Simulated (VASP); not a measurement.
# CuO (Cc) in VASP: single point with LDA+U

Aim: the single point of CuO with LDA+U.

Everything below comes from runs of VASP 6.6.1. Logs are shortened: lines on timing, memory, paths and dates and some standing lists are left out, and cuts for length are marked.

## (1) The cell of the first run

Symmetry: Cc, No. 9, monoclinic system. Conventional cell: a = 4.689 Å, b = 3.427 Å, c = 5.132 Å, α = 90.00°, β = 99.65°, γ = 90.00°. Cu (site symmetry 1) has 4 O at 1.91 to 2.02 Å within 2.5 Å. Within 2.5 Å of O (site symmetry 1) lie 4 Cu at 1.91 to 2.02 Å.

## (2) Single point, LDA+U, collinear spin, antiferromagnetic start

INCAR

```
PREC     = Accurate       # precision mode
ENCUT    = 520            # plane-wave cutoff, eV
EDIFF    = 1E-6           # SCF threshold, eV
ISMEAR   = 0              # smearing method
SIGMA    = 0.05           # smearing width, eV
LREAL    = F              # projectors in reciprocal space
LASPH    = T              # aspherical terms in the spheres
NELM     = 150            # most SCF steps
ALGO     = Normal         # electronic algorithm
ISIF     = 2              # what is computed and relaxed
LWAVE    = F              # write WAVECAR
LCHARG   = F              # write CHGCAR
ISPIN    = 2              # spin polarisation
MAGMOM   = 1 1 -1 -1 0 0 0 0 # initial moments
LORBIT   = 11             # projections on sites
LMAXMIX  = 4              # l up to which the mixer works
LDAU     = T              # DFT+U
LDAUTYPE = 1            
LDAUL    = 2 -1           # shell
LDAUU    = 4 0            # U, eV
LDAUJ    = 0.9 0        
LDAUPRINT= 1            
NBANDS   = 48             # bands
LUSENCCL = F
```

KPOINTS

```
Automatic mesh
0
Gamma
  7 7 4
```

POSCAR

```
CuO
1.0
    4.6892995200      0.0000000000      0.0000000000
    4.6892995200      3.4267996400      0.0000000000
   -0.8605499100      0.0000000000      5.0594394800
Cu O
4 4
Direct
    0.0032000000      0.2468000000      0.0000000000
    0.4968000000      0.7532000000      0.5000000000
    0.0032000000      0.7468000000      0.0000000000
    0.4968000000      0.2532000000      0.5000000000
    0.5714000000      0.9171000000      0.2537000000
    0.4056000000      0.0829000000      0.7537000000
    0.5714000000      0.4171000000      0.2537000000
    0.4056000000      0.5829000000      0.7537000000
```

Potentials or basis: VASP PAW LDA potentials, release 64 (Cu, O).

Command:

```
cat potpaw_LDA.64/Cu/POTCAR potpaw_LDA.64/O/POTCAR > POTCAR
mpirun -np 1 vasp_std > vasp.out
```

OUTCAR:

```text
PREC = Accurate
   ENCUT = 520
   EDIFF = 1E-6
   ISMEAR = 0
   LREAL = F
   LASPH = T
   NELM = 150
   ISIF = 2
   ISPIN = 2
   LORBIT = 11

 ion  position               nearest neighbor table
   1  0.003  0.247  0.000-   6 1.91   5 1.93   8 1.98   7 2.02
   2  0.497  0.753  0.500-   5 1.91   6 1.93   7 1.98   8 2.02
   3  0.003  0.747  0.000-   8 1.91   7 1.93   6 1.98   5 2.02
   4  0.497  0.253  0.500-   7 1.91   8 1.93   5 1.98   6 2.02
   5  0.571  0.917  0.254-   2 1.91   1 1.93   4 1.98   3 2.02
   6  0.406  0.083  0.754-   1 1.91   2 1.93   3 1.98   4 2.02
   7  0.571  0.417  0.254-   4 1.91   3 1.93   2 1.98   1 2.02
   8  0.406  0.583  0.754-   3 1.91   4 1.93   1 1.98   2 2.02

  LATTYP: Found a simple monoclinic cell.
 ALAT       =     4.6892995200
 B/A-ratio  =     0.7307700490
 C/A-ratio  =     1.0944283419
 COS(beta)  =    -0.1676798045

  Lattice vectors:

 A1 = (   4.6892995200,   0.0000000000,   0.0000000000)
 A2 = (   0.0000000000,   3.4267996400,   0.0000000000)
 A3 = (  -0.8605499100,   0.0000000000,   5.0594394800)

Analysis of symmetry for initial positions (statically):
=====================================================================
 Subroutine PRICEL returns following result:

  LATTYP: Found a base centered monoclinic cell.
 ALAT       =     4.6892995200
 B/A-ratio  =     0.7307700490
 C/A-ratio  =     1.0944283419
 COS(beta)  =    -0.1676798045
[... 12 lines left out ...]
 Subroutine GETGRP returns: Found  2 space group operations
 (whereof  1 operations were pure point group operations)
 out of a pool of  4 trial point group operations.

The static configuration has the point symmetry C_1 .
 The point group associated with its full space group is C_1h.

Analysis of symmetry for dynamics (positions and initial velocities):
=====================================================================
 Subroutine PRICEL returns following result:

  LATTYP: Found a base centered monoclinic cell.
 ALAT       =     4.6892995200
 B/A-ratio  =     0.7307700490
 C/A-ratio  =     1.0944283419
 COS(beta)  =    -0.1676798045
[... 12 lines left out ...]
 Subroutine GETGRP returns: Found  2 space group operations
 (whereof  1 operations were pure point group operations)
 out of a pool of  4 trial point group operations.

The dynamic configuration has the point symmetry C_1 .
 The point group associated with its full space group is C_1h.

Analysis of structural, dynamic, and magnetic symmetry:
=====================================================================
 Subroutine PRICEL returns following result:

  LATTYP: Found a base centered monoclinic cell.
 ALAT       =     4.6892995200
 B/A-ratio  =     0.7307700490
 C/A-ratio  =     1.0944283419
 COS(beta)  =    -0.1676798045
[... 12 lines left out ...]
 Subroutine GETGRP returns: Found  2 space group operations
 (whereof  1 operations were pure point group operations)
 out of a pool of  4 trial point group operations.

The overall configuration has the point symmetry C_1 .
 The point group associated with its full space group is C_1h.

 Subroutine INISYM returns: Found  2 space group operations
 (whereof  1 operations are pure point group operations),
 and found     2 'primitive' translations

----------------------------------------------------------------------------------------

                                     Primitive cell

  volume of cell :      40.6508

  direct lattice vectors                    reciprocal lattice vectors
     2.344649760 -1.713399820  0.000000000     0.213251467 -0.291817470  0.036271514
     2.344649760  1.713399820  0.000000000     0.213251467  0.291817470  0.036271514
    -0.860549910  0.000000000  5.059439480    -0.000000000  0.000000000  0.197650353

  length of vectors
     2.903983719  2.903983719  5.132102298     0.363248188  0.363248188  0.197650353

  position of ions in fractional coordinates (direct lattice)
     0.003200000  0.496800000  0.000000000
     0.496800000  0.003200000  0.500000000
     0.571400000  0.405600000  0.253700000
     0.405600000  0.571400000  0.753700000
[... 70 lines left out ...]
   PREC   = accura    normal or accurate (medium, high low for compatibility)
   ISTART =      0    job   : 0-new  1-cont  2-samecut
   ICHARG =      2    charge: 1-file 2-atom 10-const
   ISPIN  =      2    spin polarized calculation?
   LNONCOLLINEAR =      F non collinear calculations
   LSORBIT =      F    spin-orbit coupling
   LASPH  =      T    aspherical Exc in radial PAW
   ENCUT  =  520.0 eV  38.22 Ry    6.18 a.u.   8.72 10.80  9.54*2*pi/ulx,y,z
   NELM   =    150;   NELMIN=  2; NELMDL= -5     # of ELM steps
   EDIFF  = 0.1E-05   stopping-criterion for ELM
   LREAL  =      F    real-space projection
   EDIFFG = 0.1E-04   stopping-criterion for IOM
   NSW    =      0    number of steps for IOM
   IBRION =     -1    ionic relax: 0-MD 1-quasi-New 2-CG
   NFREE  =      0    steps in history (QN), initial steepest desc. (CG)
   ISIF   =      2    stress and relaxation
   ISYM   =      2    0-nonsym 1-usesym 2-fastsym
   POTIM  = 0.5000    time-step for ionic-motion
   TEBEG  =    0.0;   TEEND  =   0.0 temperature during run
   PSTRESS=    0.0 pullay stress
   NELECT =      68.0000    total number of electrons
   NUPDOWN=      -1.0000    fix difference up-down
   EMIN   =  10.00;   EMAX   =-10.00  energy-range for DOS
   EFERMI =   0.00;   METHOD = LEGACY
   ISMEAR =     0;   SIGMA  =   0.05  broadening in eV -4-tet -1-fermi 0-gaus
   EFERMI_NEDOS =   21; number of points for ismear=-14 and -15
   IALGO  =     38    algorithm
   IMIX   =      4    mixing-type and parameters
     AMIX     =   0.40;   BMIX     =  1.00
     AMIX_MAG =   1.60;   BMIX_MAG =  1.00
  volume/ion in A,a.u.               =      10.16        68.58
  Fermi-wavevector in a.u.,A,eV,Ry     =   1.542451  2.914810 32.370379  2.379156
  Thomas-Fermi vector in A             =   2.648254
   LORBIT       =     11    0 simple, 1 ext, 2 COOP (PROOUT), +10 PAW based schemes
 LDA+U is selected, type is set to LDAUTYPE =  1
   angular momentum for each species LDAUL =     2   -1
   U (eV)           for each species LDAUU =   4.0  0.0
   J (eV)           for each species LDAUJ =   0.9  0.0
   GGA     = CA    functional components
   LHFCALC =     F    Hartree Fock is set to
   AEXX    =    0.0000 exact exchange contribution
   IVDW    =     0    specifies the selected vdW correction
   LEPSILON=     F    determine dielectric tensor
   LRPA    =     F    only Hartree local field effects (RPA)
 spin polarized calculation
 Gauss-broadening in eV      SIGMA  =   0.05
  energy-cutoff  :      520.00
  volume of cell :       81.30
 maximum number of plane-waves:      2217
   NGX = 17   NGY = 21   NGZ = 19

 number of electron      68.0000001 magnetization       0.0000000

atom =   1  type =  1  l = 2

 onsite density matrix

spin component  1
[... 116 lines left out ...]
  o =  0.4873  v = -0.0861 -0.5683 -0.0120 -0.7757  0.2603  0.0000  0.0000  0.0000  0.0000  0.0000      0.0000  0.0000  0.0000  0.0000 -0.0000  0.0000  0.0000  0.0000  0.0000  0.0000
  o =  0.9450  v =  0.8522  0.1505  0.4557 -0.2083  0.0107  0.0000  0.0000  0.0000  0.0000  0.0000      0.0000  0.0000  0.0000  0.0000  0.0000  0.0000  0.0000  0.0000  0.0000  0.0000
  o =  0.9463  v =  0.0000  0.0000  0.0000  0.0000  0.0000  0.8426  0.2049  0.4213 -0.2038  0.1705      0.0000  0.0000  0.0000  0.0000  0.0000  0.0000  0.0000  0.0000  0.0000  0.0000
  o =  0.9629  v =  0.0000  0.0000  0.0000  0.0000  0.0000  0.1486  0.2303 -0.3067 -0.4506 -0.7923      0.0000  0.0000  0.0000  0.0000  0.0000  0.0000  0.0000  0.0000  0.0000  0.0000
  o =  0.9633  v = -0.0061 -0.4033  0.1619 -0.0085 -0.9006 -0.0000 -0.0000 -0.0000 -0.0000 -0.0000      0.0000  0.0000  0.0000  0.0000  0.0000  0.0000  0.0000  0.0000  0.0000  0.0000
  o =  0.9652  v =  0.0000  0.0000  0.0000  0.0000  0.0000  0.2351 -0.8217  0.2104  0.2373 -0.4111      0.0000  0.0000  0.0000  0.0000  0.0000  0.0000  0.0000  0.0000  0.0000  0.0000
  o =  0.9657  v = -0.0972  0.6634 -0.2972 -0.5862 -0.3443  0.0000  0.0000  0.0000  0.0000  0.0000      0.0000  0.0000  0.0000  0.0000  0.0000  0.0000  0.0000  0.0000  0.0000  0.0000
  o =  0.9750  v =  0.5069 -0.2272 -0.8232  0.1060 -0.0507  0.0000  0.0000  0.0000  0.0000  0.0000      0.0000  0.0000  0.0000  0.0000  0.0000  0.0000  0.0000  0.0000  0.0000  0.0000
  o =  0.9758  v =  0.0000  0.0000  0.0000  0.0000  0.0000 -0.4313  0.1970  0.8271 -0.1105 -0.2809      0.0000  0.0000  0.0000  0.0000  0.0000  0.0000  0.0000  0.0000  0.0000  0.0000
  o =  1.0052  v =  0.0000  0.0000  0.0000  0.0000  0.0000  0.1632  0.4371 -0.0131  0.8288 -0.3086      0.0000  0.0000  0.0000  0.0000  0.0000  0.0000  0.0000  0.0000  0.0000  0.0000

 number of electron      68.0000001 magnetization      -0.0000000

 Free energy of the ion-electron system (eV)
  ---------------------------------------------------
  ext. energy  EPLUGINS =         0.00000000
  ---------------------------------------------------
  free energy    TOTEN  =       -42.34066574 eV

  energy without entropy =      -42.34066574  energy(sigma->0) =      -42.34066574

 E-fermi :   5.1151     XC(G=0): -12.3932

 val. band max:        4.9416382053   @ k =   0.0000   0.0000   0.0000
 cond. band min:       5.3031885035   @ k =   0.0000   0.4286   0.5000
 fundamental gap:      0.3615502981
 Fermi energy:         5.1151225919

 spin component 1

 k-point     1 :       0.0000    0.0000    0.0000
  band No.  band energies     occupation
      1     -14.1508      1.00000
      2     -12.7812      1.00000
      3     -12.7422      1.00000
      4     -12.5010      1.00000
      5      -3.0257      1.00000
      6      -2.2842      1.00000
[... 2345 lines left out ...]
     45      17.4571      0.00000
     46      18.3347      0.00000

 [... further k-points ...]

 [bands above 46 left out]

------------------------ aborting loop because EDIFF is reached ----------------------------------------

  FORCE on cell =-STRESS in cart. coord.  units (eV):
  Direction    XX          YY          ZZ          XY          YZ          ZX
  --------------------------------------------------------------------------------------
  -------------------------------------------------------------------------------------
  Total       -6.0937255     -3.8889003     -6.7779177      0.0000000      0.0000000      0.4889009
  in kB     -120.0865520    -76.6369648   -133.5696479      0.0000000      0.0000000      9.6345698
  external PRESSURE =    -110.0977216 kB  Pullay stress =       0.0000000 kB

 VOLUME and BASIS-vectors are now :
 -----------------------------------------------------------------------------
  energy-cutoff  :      520.00
  volume of cell :       81.30
      direct lattice vectors                 reciprocal lattice vectors
     4.689299520  0.000000000  0.000000000     0.213251467 -0.291817470  0.036271514
     4.689299520  3.426799640  0.000000000     0.000000000  0.291817470 -0.000000000
    -0.860549910  0.000000000  5.059439480     0.000000000  0.000000000  0.197650353

 POSITION                                       TOTAL-FORCE (eV/Angst)
 -----------------------------------------------------------------------------------
      1.17232      0.84573      0.00000        -0.646789      0.271613      0.234214
      5.43135      2.58107      2.52972        -0.646789     -0.271613      0.234214
      3.51697      2.55913      0.00000        -0.646789      0.271613      0.234214
      3.08670      0.86767      2.52972        -0.646789     -0.271613      0.234214
      6.76170      3.14272      1.28358         0.646789      0.352456     -0.234214
      1.64213      0.28408      3.81330         0.646789     -0.352456     -0.234214
      4.41705      1.42932      1.28358         0.646789      0.352456     -0.234214
      3.98678      1.99748      3.81330         0.646789     -0.352456     -0.234214
 -----------------------------------------------------------------------------------
    total drift:                               -0.000796      0.000002     -0.001057

  FREE ENERGIE OF THE ION-ELECTRON SYSTEM (eV)
  ---------------------------------------------------
  free  energy   TOTEN  =       -42.3406657430 eV

  energy  without entropy=      -42.3406657413  energy(sigma->0) =      -42.34066574

 total charge

# of ion       s       p       d       tot
------------------------------------------
    1        0.383   0.393   9.170   9.947
    2        0.383   0.393   9.170   9.947
    3        0.383   0.393   9.170   9.947
    4        0.383   0.393   9.170   9.947
    5        1.553   3.386   0.000   4.939
    6        1.553   3.386   0.000   4.939
    7        1.553   3.386   0.000   4.939
    8        1.553   3.386   0.000   4.939
--------------------------------------------------
tot          7.743  15.117  36.682  59.541

 magnetization (x)

# of ion       s       p       d       tot
------------------------------------------
    1       -0.004  -0.004   0.519   0.511
    2       -0.004  -0.004   0.519   0.511
    3        0.004   0.004  -0.519  -0.511
    4        0.004   0.004  -0.519  -0.511
    5        0.001   0.014   0.000   0.015
    6        0.001   0.014   0.000   0.015
    7       -0.001  -0.014   0.000  -0.015
    8       -0.001  -0.014   0.000  -0.015
--------------------------------------------------
tot          0.000   0.000   0.000   0.000
```

Wall time 6 min (1 × NVIDIA H100 80GB with 1 thread of Intel Xeon Platinum 8481C at 2.70GHz (Sapphire Rapids), shared host); peak memory 1.4 GiB.

What came out:

```
Free energy                                           : -42.3407 eV
Pressure                                              : -11.0 GPa
Largest force                                         : 0.773 eV/Å
Band gap on the k mesh                                : 0.36 eV
Net moment                                            : 0.00 μB per cell
Site moments                                          : Cu +0.51, -0.51; O +0.01, -0.01 μB
Valence electrons inside the program's atomic spheres : Cu 9.95; O 4.94
```

Forces in eV/Å, atoms in the order of the input:
```
Cu  -0.647  0.272  0.234
Cu  -0.647 -0.272  0.234
Cu  -0.647  0.272  0.234
Cu  -0.647 -0.272  0.234
O    0.647  0.352 -0.234
O    0.647 -0.352 -0.234
O    0.647  0.352 -0.234
O    0.647 -0.352 -0.234
```

Levels at points of the mesh, in eV from the valence-band top:
Spin up:
```
           k point  band 30  band 31  band 32  band 33  band 34  band 35  band 36  band 37  band 38  band 39
(0.00, 0.00, 0.00)    -2.01    -2.00    -1.75    -0.85     0.00     1.27     1.57     1.98     3.71     6.41
(0.00, 0.00, 0.50)    -1.59    -1.52    -1.52    -0.94    -0.94     0.89     0.89     4.24     4.24     5.49
```
Spin down:
| k point | band 32 | band 33 | band 34 | band 35 | band 36 | band 37 |
| --- | --- | --- | --- | --- | --- | --- |
| (0.00, 0.00, 0.00) | -1.75 | -0.85 | 0.00 | 1.27 | 1.57 | 1.98 |
| (0.00, 0.00, 0.50) | -1.52 | -0.94 | -0.94 | 0.89 | 0.89 | 4.24 |

Eigenvalues of the final occupation matrices:
```
    site  spin  trace               eigenvalues
site 1 d     1   4.86  0.95 0.96 0.97 0.98 1.01
site 1 d     2   4.34  0.49 0.95 0.96 0.97 0.97
site 2 d     1   4.86  0.95 0.96 0.97 0.98 1.01
site 2 d     2   4.34  0.49 0.95 0.96 0.97 0.97
site 3 d     1   4.34  0.49 0.95 0.96 0.97 0.97
site 3 d     2   4.86  0.95 0.96 0.97 0.98 1.01
site 4 d     1   4.34  0.49 0.95 0.96 0.97 0.97
site 4 d     2   4.86  0.95 0.96 0.97 0.98 1.01
```

A k mesh can miss the band edges. The state reached can hang on the start; a lower one may exist.
